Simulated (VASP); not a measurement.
# C25O in VASP: further runs

C25O is run at these levels: PBE; tasks: single point.

Program: VASP 6.6.1. These are calculated values, not measurements. Logs are shortened: lines on timing, memory, paths and dates and some standing lists are left out, and cuts for length are marked.

**1. The cell of the first run**

The cell holds a slab with vacuum, 26 atoms: a = 5.051 Å, b = 5.051 Å, c = 24.368 Å, α = 90.00°, β = 90.00°, γ = 120.00°.

**2. Single point, PBE**

INCAR

```
SYSTEM = C25O
PREC = Accurate
ENCUT = 520
EDIFF = 1E-6
ISMEAR = 0
SIGMA = 0.05
LREAL = Auto
LASPH = .TRUE.
NELM = 60
ALGO = Normal
ISIF = 2
LWAVE = .FALSE.
LCHARG = .FALSE.
LDIPOL = .TRUE.
IDIPOL = 3
DIPOL = 0.5 0.5 0.302
GGA = PE
NBANDS = 72
```

KPOINTS

```
regular mesh
0
G
  6 6 1
  0 0 0
```

POSCAR

```
C25O
1.0
    5.0509324483      0.0000000000      0.0000000000
   -2.5254662241      4.3742358130      0.0000000000
    0.0000000000      0.0000000000     24.3675695640
C O
25 1
Direct
    0.1666666667      0.3333333333      0.1641526041
    0.1666666667      0.8333333333      0.1641526041
    0.6666666667      0.3333333333      0.1641526041
    0.6666666667      0.8333333333      0.1641526041
    0.0000000000      0.0000000000      0.1853081253
    0.0000000000      0.5000000000      0.1853081253
    0.5000000000      0.0000000000      0.1853081253
    0.5000000000      0.5000000000      0.1853081253
    0.0000000000      0.0000000000      0.2487746889
    0.0000000000      0.5000000000      0.2487746889
    0.5000000000      0.0000000000      0.2487746889
    0.5000000000      0.5000000000      0.2487746889
    0.3333333333      0.1666666667      0.2625971826
    0.3333333333      0.6666666667      0.2625971826
    0.8333333333      0.1666666667      0.2625971826
    0.8333333333      0.6666666667      0.2625971826
    0.3333333333      0.1666666667      0.4254554106
    0.3333333333      0.6666666667      0.4254554106
    0.8333333333      0.1666666667      0.4254554106
    0.8333333333      0.6666666667      0.4254554106
    0.1666666667      0.3333333333      0.4254658856
    0.1666666667      0.8333333333      0.4254658856
    0.6666666667      0.3333333333      0.4254658856
    0.6666666667      0.8333333333      0.4254658856
    0.6666666667      0.8333333333      0.4898957827
    0.8290612096      0.8333333333      0.5235570744
```

Potentials or basis: VASP PAW PBE potentials, release 64 (C, O).

On the command line:

```console
$ cat potpaw_PBE.64/C/POTCAR potpaw_PBE.64/O/POTCAR > POTCAR
$ mpirun -np 1 vasp_std > vasp.out
```

OUTCAR:

```text
SYSTEM = C25O
   PREC = Accurate
   ENCUT = 520
   EDIFF = 1E-6
   ISMEAR = 0
   LREAL = Auto
   LASPH = .TRUE.
   NELM = 60
   ISIF = 2
   GGA = PE

 ion  position               nearest neighbor table
   1  0.167  0.333  0.164-   5 1.55   8 1.55   6 1.55
   2  0.167  0.833  0.164-   6 1.55   7 1.55   5 1.55
   3  0.667  0.333  0.164-   7 1.55   6 1.55   8 1.55
   4  0.667  0.833  0.164-   8 1.55   5 1.55   7 1.55
   5  0.000  0.000  0.185-   1 1.55   4 1.55   2 1.55   9 1.55
   6  0.000  0.500  0.185-   2 1.55   3 1.55   1 1.55  10 1.55
   7  0.500  0.000  0.185-   3 1.55   2 1.55   4 1.55  11 1.55
   8  0.500  0.500  0.185-   4 1.55   1 1.55   3 1.55  12 1.55
   9  0.000  0.000  0.249-  16 1.50  13 1.50  15 1.50   5 1.55
  10  0.000  0.500  0.249-  15 1.50  14 1.50  16 1.50   6 1.55
  11  0.500  0.000  0.249-  14 1.50  15 1.50  13 1.50   7 1.55
  12  0.500  0.500  0.249-  13 1.50  16 1.50  14 1.50   8 1.55
  13  0.333  0.167  0.263-  12 1.50   9 1.50  11 1.50
  14  0.333  0.667  0.263-  11 1.50  10 1.50  12 1.50
  15  0.833  0.167  0.263-  10 1.50  11 1.50   9 1.50
  16  0.833  0.667  0.263-   9 1.50  12 1.50  10 1.50
  17  0.333  0.167  0.425-  21 1.46  22 1.46  23 1.46
  18  0.333  0.667  0.425-  22 1.46  21 1.46  24 1.46
  19  0.833  0.167  0.425-  23 1.46  24 1.46  21 1.46
  20  0.833  0.667  0.425-  24 1.46  23 1.46  22 1.46
  21  0.167  0.333  0.425-  17 1.46  18 1.46  19 1.46
  22  0.167  0.833  0.425-  18 1.46  17 1.46  20 1.46
  23  0.667  0.333  0.425-  19 1.46  20 1.46  17 1.46
  24  0.667  0.833  0.425-  20 1.46  19 1.46  18 1.46  25 1.57
  25  0.667  0.833  0.490-  26 1.16  24 1.57
  26  0.829  0.833  0.524-  25 1.16

  LATTYP: Found a hexagonal cell.
 ALAT       =     5.0509324483
 C/A-ratio  =     4.8243705125

  Lattice vectors:

 A1 = (   5.0509324483,   0.0000000000,   0.0000000000)
 A2 = (  -2.5254662241,   4.3742358130,   0.0000000000)
 A3 = (   0.0000000000,   0.0000000000,  24.3675695640)

Analysis of symmetry for initial positions (statically):
=====================================================================
 Subroutine PRICEL returns:
 Original cell was already a primitive cell.

 Routine SETGRP: Setting up the symmetry group for a
 hexagonal supercell.

 Subroutine GETGRP returns: Found  1 space group operations
 (whereof  1 operations were pure point group operations)
 out of a pool of 24 trial point group operations.

The static configuration has the point symmetry C_1 .

Analysis of symmetry for dynamics (positions and initial velocities):
=====================================================================
 Subroutine PRICEL returns:
 Original cell was already a primitive cell.

 Routine SETGRP: Setting up the symmetry group for a
 hexagonal supercell.

 Subroutine GETGRP returns: Found  1 space group operations
 (whereof  1 operations were pure point group operations)
 out of a pool of 24 trial point group operations.

The dynamic configuration has the point symmetry C_1 .

 Subroutine INISYM returns: Found  1 space group operations
 (whereof  1 operations are pure point group operations),
 and found     1 'primitive' translations

----------------------------------------------------------------------------------------

                                     Primitive cell

  volume of cell :     538.3763

  direct lattice vectors                    reciprocal lattice vectors
     5.050932448  0.000000000  0.000000000     0.197983246  0.114305680  0.000000000
    -2.525466224  4.374235813  0.000000000     0.000000000  0.228611360  0.000000000
     0.000000000  0.000000000 24.367569564     0.000000000  0.000000000  0.041038151

  length of vectors
     5.050932448  5.050932448 24.367569564     0.228611360  0.228611360  0.041038151

  position of ions in fractional coordinates (direct lattice)
     0.166666667  0.333333333  0.164152604
     0.166666667  0.833333333  0.164152604
     0.666666667  0.333333333  0.164152604
     0.666666667  0.833333333  0.164152604
     0.000000000  0.000000000  0.185308125
     1.000000000  0.500000000  0.185308125
[... 18 lines left out ...]
     0.666666667  0.833333333  0.489895783
     0.829061210  0.833333333  0.523557074

  ion indices of the primitive-cell ions
   primitive index   ion index
                 1           1
                 2           2
                 3           3
                 4           4
                 5           5
                 6           6
[... 18 lines left out ...]
                25          25
                26          26

----------------------------------------------------------------------------------------

 KPOINTS: regular mesh

Automatic generation of k-mesh.
 Grid dimensions read from file:
 generate k-points for:    6    6    1

 Generating k-lattice:

  Cartesian coordinates                     Fractional coordinates (reciprocal lattice)
     0.032997208  0.019050947  0.000000000     0.166666667 -0.000000000  0.000000000
     0.000000000  0.038101893  0.000000000     0.000000000  0.166666667  0.000000000
     0.000000000  0.000000000  0.041038151     0.000000000  0.000000000  1.000000000

  Length of vectors
     0.038101893  0.038101893  0.041038151

  Shift w.r.t. Gamma in fractional coordinates (k-lattice)
     0.000000000  0.000000000  0.000000000

 Subroutine IBZKPT returns following result:
 ===========================================

 Found     20 irreducible k-points:

 Following reciprocal coordinates:
            Coordinates               Weight
  0.000000  0.000000  0.000000      1.000000
  0.166667  0.000000  0.000000      2.000000
  0.000000  0.166667  0.000000      2.000000
 -0.166667  0.166667  0.000000      2.000000
  0.333333  0.000000  0.000000      2.000000
  0.000000  0.333333  0.000000      2.000000
[... 12 lines left out ...]
  0.500000 -0.166667  0.000000      2.000000
  0.333333  0.333333  0.000000      2.000000
   k-points           NKPTS =     20   k-points in BZ     NKDIM =     20   number of bands    NBANDS=     72
   number of dos      NEDOS =    301   number of ions     NIONS =     26
   total plane-waves  NPLWV = 307200
   dimension x,y,z NGX =    40 NGY =   40 NGZ =  192
   dimension x,y,z NGXF=    80 NGYF=   80 NGZF=  384
   ions per type =              25   1
   NGX,Y,Z   is equivalent  to a cutoff of  13.17, 13.17, 13.10 a.u.
   NGXF,Y,Z  is equivalent  to a cutoff of  26.33, 26.33, 26.20 a.u.
 SYSTEM =  C25O
   PREC   = accura    normal or accurate (medium, high low for compatibility)
   ISTART =      0    job   : 0-new  1-cont  2-samecut
   ICHARG =      2    charge: 1-file 2-atom 10-const
   ISPIN  =      1    spin polarized calculation?
   LNONCOLLINEAR =      F non collinear calculations
   LSORBIT =      F    spin-orbit coupling
   LASPH  =      T    aspherical Exc in radial PAW
   ENCUT  =  520.0 eV  38.22 Ry    6.18 a.u.   9.39  9.39 45.31*2*pi/ulx,y,z
   NELM   =     60;   NELMIN=  2; NELMDL= -5     # of ELM steps
   EDIFF  = 0.1E-05   stopping-criterion for ELM
   LREAL  =      T    real-space projection
   EDIFFG = 0.1E-04   stopping-criterion for IOM
   NSW    =      0    number of steps for IOM
   IBRION =     -1    ionic relax: 0-MD 1-quasi-New 2-CG
   NFREE  =      0    steps in history (QN), initial steepest desc. (CG)
   ISIF   =      2    stress and relaxation
   ISYM   =      2    0-nonsym 1-usesym 2-fastsym
   POTIM  = 0.5000    time-step for ionic-motion
   TEBEG  =    0.0;   TEEND  =   0.0 temperature during run
   PSTRESS=    0.0 pullay stress
   NELECT =     106.0000    total number of electrons
   NUPDOWN=      -1.0000    fix difference up-down
   EMIN   =  10.00;   EMAX   =-10.00  energy-range for DOS
   EFERMI =   0.00;   METHOD = LEGACY
   ISMEAR =     0;   SIGMA  =   0.05  broadening in eV -4-tet -1-fermi 0-gaus
   EFERMI_NEDOS =   21; number of points for ismear=-14 and -15
   IALGO  =     38    algorithm
   IMIX   =      4    mixing-type and parameters
     AMIX     =   0.40;   BMIX     =  1.00
     AMIX_MAG =   1.60;   BMIX_MAG =  1.00
  volume/ion in A,a.u.               =      20.71       139.74
  Fermi-wavevector in a.u.,A,eV,Ry     =   0.952390  1.799756 12.341118  0.907047
  Thomas-Fermi vector in A             =   2.080948
   LORBIT       =      0    0 simple, 1 ext, 2 COOP (PROOUT), +10 PAW based schemes
   GGA     = PE    functional components
   LHFCALC =     F    Hartree Fock is set to
   AEXX    =    0.0000 exact exchange contribution
   IVDW    =     0    specifies the selected vdW correction
   LEPSILON=     F    determine dielectric tensor
   LRPA    =     F    only Hartree local field effects (RPA)
 non-spin polarized calculation
 Gauss-broadening in eV      SIGMA  =   0.05
  energy-cutoff  :      520.00
  volume of cell :      538.38
 maximum number of plane-waves:     14552
 NGX is ok and might be reduce to    40
   NGX = 19   NGY = 19   NGZ = 91

 dipolmoment           0.000000      0.000000      0.051481 electrons x Angstroem

 number of electron     106.0000002 magnetization

 dipolmoment           0.000000      0.000000     -0.091426 electrons x Angstroem

 Free energy of the ion-electron system (eV)
  ---------------------------------------------------
  ext. energy  EPLUGINS =         0.00000000
  ---------------------------------------------------
  free energy    TOTEN  =      -216.43573899 eV

  energy without entropy =     -216.43136965  energy(sigma->0) =     -216.43355432

 E-fermi :  -1.2337     XC(G=0):  -4.8296

 val. band max:       -1.2634493425   @ k =   0.3333   0.3333   0.0000
 cond. band min:      -1.1863362271   @ k =   0.5000  -0.0000   0.0000
 fundamental gap:      0.0771131153
 Fermi energy:        -1.2337445847

 k-point     1 :       0.0000    0.0000    0.0000
  band No.  band energies     occupation
      1     -25.2747      2.00000
      2     -22.2475      2.00000
      3     -21.1645      2.00000
      4     -18.3558      2.00000
      5     -17.1662      2.00000
      6     -17.1660      2.00000
[... 1349 lines left out ...]
     64       5.3579      0.00000
     65       5.6759      0.00000
 [bands above 65 left out]

------------------------ aborting loop because EDIFF is reached ----------------------------------------

 vacuum level on the upper side and lower side of the slab       (xc-potential included)        -0.524         0.214

  FORCE on cell =-STRESS in cart. coord.  units (eV):
  Direction    XX          YY          ZZ          XY          YZ          ZX
  --------------------------------------------------------------------------------------
  -------------------------------------------------------------------------------------
  Total      -17.2738854    -18.2071276     28.3792023      2.0731033      1.1445568      1.3357802
  in kB      -51.4060990    -54.1833747     84.4548898      6.1694374      3.4061357      3.9752058
  external PRESSURE =      -7.0448613 kB  Pullay stress =       0.0000000 kB

 VOLUME and BASIS-vectors are now :
 -----------------------------------------------------------------------------
  energy-cutoff  :      520.00
  volume of cell :      538.38
      direct lattice vectors                 reciprocal lattice vectors
     5.050932448  0.000000000  0.000000000     0.197983246  0.114305680  0.000000000
    -2.525466224  4.374235813  0.000000000     0.000000000  0.228611360  0.000000000
     0.000000000  0.000000000 24.367569564     0.000000000  0.000000000  0.041038151

 POSITION                                       TOTAL-FORCE (eV/Angst)
 -----------------------------------------------------------------------------------
      0.00000      1.45808      4.00000        -0.000942     -0.000915      3.569714
     -1.26273      3.64520      4.00000        -0.000458     -0.002408      3.569408
      2.52547      1.45808      4.00000         0.011663      0.005479      3.572329
      1.26273      3.64520      4.00000         0.003360      0.002256      3.582817
      0.00000      0.00000      4.51551         0.005124      0.002239     -7.761562
     -1.26273      2.18712      4.51551        -0.007529      0.000061     -7.762769
[... 18 lines left out ...]
      1.26273      3.64520     11.93757        -0.970376      0.450735      3.076500
      2.08298      3.64520     12.75781         1.205795      0.189703      2.215889
 -----------------------------------------------------------------------------------
    total drift:                               -0.000856      0.004490      0.042789

  FREE ENERGIE OF THE ION-ELECTRON SYSTEM (eV)
  ---------------------------------------------------
  free  energy   TOTEN  =      -216.4357389877 eV

  energy  without entropy=     -216.4313696495  energy(sigma->0) =     -216.43355432

 vacuum level on the upper side and lower side of the slab         3.849         4.608
```

Run time: 69 min. Hardware: 1 thread of Intel Xeon 8259CL, shared host; peak memory 0.9 GiB.

Results:

| Quantity | Value |
| --- | --- |
| Free energy | -216.4357 eV |
| Largest force | 7.763 eV/Å |
| Band gap on the k mesh | zero (bands 53 and 54 overlap by 0.08 eV) |

Forces in eV/Å, atoms in the order of the input:
```
C   -0.001 -0.001  3.570
C    0.000 -0.002  3.569
C    0.012  0.005  3.572
C    0.003  0.002  3.583
C    0.005  0.002 -7.762
C   -0.008  0.000 -7.763
C   -0.004  0.002 -7.752
C    0.001 -0.008 -7.754
C    0.003  0.000  4.137
C   -0.006  0.002  4.156
C   -0.005  0.006  4.132
C    0.004 -0.011  4.135
C    0.001  0.002  0.039
C   -0.009 -0.003  0.073
C   -0.001  0.005  0.053
C    0.005 -0.003  0.041
C    0.028 -0.128  0.210
C   -2.976 -1.749 -1.799
C   -0.032  2.611 -1.492
C    1.531 -1.105 -2.402
C   -0.073  0.258 -0.305
C    0.407 -0.226 -0.170
C    0.263 -0.050  0.010
C    0.617 -0.249  0.623
C   -0.970  0.451  3.076
O    1.206  0.190  2.216
```

Levels at points of the mesh, in eV from the Fermi level:
| k point | band 51 | band 52 | band 53 | band 54 | band 55 | band 56 |
| --- | --- | --- | --- | --- | --- | --- |
| (0.00, 0.00, 0.00) | -0.92 | -0.92 | -0.58 | 0.21 | 0.52 | 0.89 |
| (0.50, 0.00, 0.00) | -0.09 | -0.04 | 0.05 | 0.11 | 0.15 | 0.65 |
| (0.00, 0.50, 0.00) | -0.30 | -0.05 | -0.03 | 0.10 | 0.11 | 0.82 |
| (0.50, 0.50, 0.00) | -0.39 | -0.05 | -0.04 | 0.10 | 0.11 | 1.14 |

**3. Single point, PBE**

INCAR

```
ALGO     = Normal         # electronic algorithm
DIPOL    = 0.5 0.5 0.302
EDIFF    = 1E-6           # SCF threshold, eV
ENCUT    = 520            # plane-wave cutoff, eV
GGA      = PE             # functional
IDIPOL   = 3            
ISIF     = 2              # what is computed and relaxed
ISMEAR   = 0              # smearing method
LASPH    = T              # aspherical terms in the spheres
LCHARG   = F              # write CHGCAR
LDIPOL   = T            
LREAL    = Auto         
LWAVE    = F              # write WAVECAR
NBANDS   = 72             # bands
NELM     = 100            # most SCF steps
PREC     = Accurate       # precision mode
SIGMA    = 0.05           # smearing width, eV
```

KPOINTS

```
k-points
0
Gamma
  6 6 1
```

POSCAR, as its differences from that of step 2:

```diff
@@ -33,2 +33,2 @@
     0.6666666667      0.8333333333      0.4898957827
-    0.8290612096      0.8333333333      0.5235570744
+    0.8885017377      0.8333333333      0.5022166706
```

Potentials or basis: VASP PAW PBE potentials, release 64 (C, O).

On the command line:

```console
$ cat potpaw_PBE.64/C/POTCAR potpaw_PBE.64/O/POTCAR > POTCAR
$ mpirun -np 1 vasp_std > vasp.out
```

Run time: 55 min. Hardware: 1 thread of Intel Xeon 8259CL, shared host; peak memory 0.9 GiB.

The run converged. Its results:

```
Free energy            : -214.9094 eV
Largest force          : 7.754 eV/Å
Band gap on the k mesh : zero (bands 53 and 54 overlap by 0.02 eV)
```

Forces in eV/Å, atoms in the order of the input:
```
C   -0.003  0.002  3.562
C    0.000 -0.004  3.563
C    0.007  0.001  3.563
C    0.002 -0.004  3.575
C    0.006  0.004 -7.751
C    0.004 -0.004 -7.753
C   -0.004  0.012 -7.754
C   -0.005 -0.003 -7.744
C    0.003  0.004  4.144
C    0.007 -0.006  4.162
C   -0.002  0.014  4.145
C   -0.005 -0.007  4.137
C   -0.002 -0.002  0.032
C   -0.007 -0.009  0.052
C   -0.002  0.002  0.039
C    0.000 -0.002  0.059
C   -0.101 -0.150  0.119
C   -2.030 -1.328 -2.089
C    0.149  1.768 -1.891
C    1.941 -2.254 -3.997
C   -0.164  0.158 -0.187
C    0.467 -0.227 -0.839
C    0.159  0.532 -0.243
C   -1.071  0.294 -2.570
C   -2.211  0.586  5.479
O    2.864  0.622  6.186
```

Levels at points of the mesh, in eV from the Fermi level:
| k point | band 50 | band 51 | band 52 | band 53 | band 54 | band 55 | band 56 | band 57 |
| --- | --- | --- | --- | --- | --- | --- | --- | --- |
| (0.00, 0.00, 0.00) | -1.36 | -0.92 | -0.92 | -0.36 | 0.25 | 0.89 | 0.89 | 0.90 |
| (0.50, 0.00, 0.00) | -1.27 | -0.12 | -0.04 | -0.01 | 0.11 | 0.12 | 0.91 | 1.32 |
| (0.00, 0.50, 0.00) | -1.27 | -0.32 | -0.04 | -0.04 | 0.11 | 0.11 | 0.75 | 1.32 |
| (0.50, 0.50, 0.00) | -1.27 | -0.24 | -0.04 | -0.03 | 0.11 | 0.11 | 0.85 | 1.32 |

The gap in the log of VASP goes by the Fermi energy; the results here count the filled bands.